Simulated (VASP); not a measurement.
Runs of VASP 6.6.1 on CdTe. The structure is cubic, space group F-43m (No. 216). Conventional cell: a = 6.410 Å, b = 6.410 Å, c = 6.410 Å, α = 90.00°, β = 90.00°, γ = 90.00°. Cd (site symmetry -43m) has 4 Te at 2.78 Å within 3.7 Å. Te (site symmetry -43m) has 4 Cd at 2.78 Å within 3.7 Å. 

```csv
cell,gap on the mesh (eV),pressure (GPa)
"relaxed to 4 GPa from a = 4.533 Å, angles 60.0, 60.0, 90.0°, 2 atoms",0.86,4.0
"relaxed to 7 GPa from a = 4.533 Å, angles 60.0, 60.0, 90.0°, 2 atoms",1.00,7.0
"relaxed to 2 GPa from a = 4.533 Å, angles 60.0, 60.0, 90.0°, 2 atoms",(a),2.0
"relaxed to 15 GPa from a = 4.533 Å, angles 60.0, 60.0, 90.0°, 2 atoms",1.27,15.0
```

Alike in all rows: level LDA; potentials or basis VASP PAW LDA potentials, release 64 (Cd, Te); no spin polarisation; k mesh 6 × 6 × 6; smearing gaussian 0.01 eV.

Task: Fill in the values left out.

Result: (a) 0.76.

Caveats: the cell is relaxed towards a set pressure, so the run minimises the enthalpy, not the energy; spin-orbit coupling is left out, which moves the levels of the heavy elements.

A k mesh can miss the band edges, and the runs leave out spin-orbit coupling on Cd, Te.
